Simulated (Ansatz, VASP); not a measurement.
**MgS: VASP beside Ansatz**

```
Mg S
1.0
     3.99126    0.00000    0.00000
    -1.99563    3.45653    0.00000
     0.00000    0.00000   12.91185
Mg S
4 4
Direct
  0.66667 0.33333 0.03825
  0.00000 0.00000 0.28733
  0.00000 0.00000 0.78733
  0.33333 0.66667 0.53825
  0.66667 0.33333 0.22688
  0.00000 0.00000 0.97650
  0.00000 0.00000 0.47650
  0.33333 0.66667 0.72688
```

Alike in both runs: functional PBE; dispersion D3(BJ); k mesh 6 × 6 × 2; occupations gaussian, width 0.1 eV; no spin polarisation.

Ansatz relaxed the structure, and its values are those at the end. VASP's run is a single point on that final structure, the one shown.

```csv
,VASP,Ansatz
version,VASP 6.6.1,Ansatz 0.2.0
potentials or method,"VASP PAW PBE potentials, release 64 (Mg, S), cutoff 520 eV","scalar-relativistic, plane waves, PAW"
valence electrons in the cell,32,64
```

VASP gave:

```
gap on the k mesh at the Fermi level (eV) : 3.55
least direct gap on the mesh (eV)         : 3.55
pressure (GPa)                            : -0.1
```

Which values does Ansatz return?

gap on the k mesh at the Fermi level (eV): 3.56; least direct gap on the mesh (eV): 3.56; pressure (GPa): 0.0.

VASP's potentials hold 32 valence electrons a cell and Ansatz's 64, so a difference there can come from the potentials and not from the codes.
